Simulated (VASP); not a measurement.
Crystal: CoO.

```
Co O
1.0
     3.19765    0.00000    0.00000
    -1.59882    2.76924    0.00000
     0.00000    0.00000    5.22871
Co O
2 2
Direct
  0.00000 0.00000 0.00347
  0.33333 0.66667 0.50336
  0.00000 0.00000 0.37161
  0.33333 0.66667 0.87156
```

Base run:

| Item | Value |
| --- | --- |
| Program | VASP 6.6.1 |
| Functional | PBE |
| Potentials or basis | VASP PAW PBE potentials, release 64 (Co, O) |
| Cutoff | 520 eV |
| k mesh | 12 × 12 × 8 |
| Occupations | gaussian, width 0.02 eV |
| Spin | collinear spin, antiferromagnetic start |
| Starting moments | [3.0, -3.0, 0.0, 0.0] μB |
| Hubbard terms | Co d U = 3.32 eV |

Its results: band gap on the k mesh 1.21 eV (least direct gap 1.31 eV); pressure 7.6 GPa; largest force 0.139 eV/Å.

Problem. The run is repeated on the same cell with these changes: spin from collinear spin, antiferromagnetic start to no spin polarisation; further incar settings from ALGO = Normal; EDIFF = 1e-07; NBANDS = 27 to ALGO = Normal; EDIFF = 1e-06; NBANDS = 23. What comes out?

Solution. Band gap on the k mesh zero (bands 15 and 16 overlap by 1.42 eV); pressure -16.4 GPa; largest force 0.045 eV/Å.

Caveats: the cell stands under pressure (at least some runs); the cell stands under tension (at least some runs); U without spin polarisation on a metal has little footing (at least some runs).

A k mesh can miss the band edges.
